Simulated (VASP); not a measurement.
Wanted: the native input for a VASP 6.6.1 run.

| Item | Value |
| --- | --- |
| Task | single point |
| Functional | PBE |
| Potentials or basis | VASP PAW PBE potentials, release 64 (Co, O) |
| Cutoff | 520 eV |
| k mesh | 14 × 14 × 14 |
| Occupations | gaussian, width 0.05 eV |
| Spin | no spin polarisation |
| Dipole correction | no |
| Further INCAR settings | ALGO = Normal; EDIFF = 1e-06; NBANDS = 14 |

The structure of CoO lies in POSCAR:

```
CoO
1.0
    0.0000000000      2.0644775632      2.0644775632
    2.0644775632      0.0000000000      2.0644775632
    2.0644775632      2.0644775632      0.0000000000
Co O
1 1
Direct
    0.0000000000      0.0000000000      0.0000000000
    0.5000000000      0.5000000000      0.5000000000
```

This cell differs from its parent crystal: volume scaled by 1.020.

These files were run (other wordings do the same):

INCAR

```
  ALGO = Normal
  EDIFF = 1E-6
  ENCUT = 520
  GGA = PE
  ISIF = 2
  ISMEAR = 0
  LASPH = T
  LCHARG = F
  LREAL = F
  LWAVE = F
  NBANDS = 14
  NELM = 80
  PREC = Accurate
  SIGMA = 0.05
```

KPOINTS

```
k-points
0
Gamma
  14 14 14
```

Potentials or basis: VASP PAW PBE potentials, release 64 (Co, O).

Command:

```console
$ cat potpaw_PBE.64/Co/POTCAR potpaw_PBE.64/O/POTCAR > POTCAR
$ mpirun -np 1 vasp_std > vasp.out
```

It gave:

```
Pressure : -4.1 GPa
```

Caveat: an odd number of electrons without spin polarisation forces a metal; a magnetic or distorted state may lie lower; the run has no spin polarisation, though such a crystal can be magnetic.

Run time: 32 s on 1 thread of AMD EPYC 7R13 (shared host), peak memory 0.16 GiB.
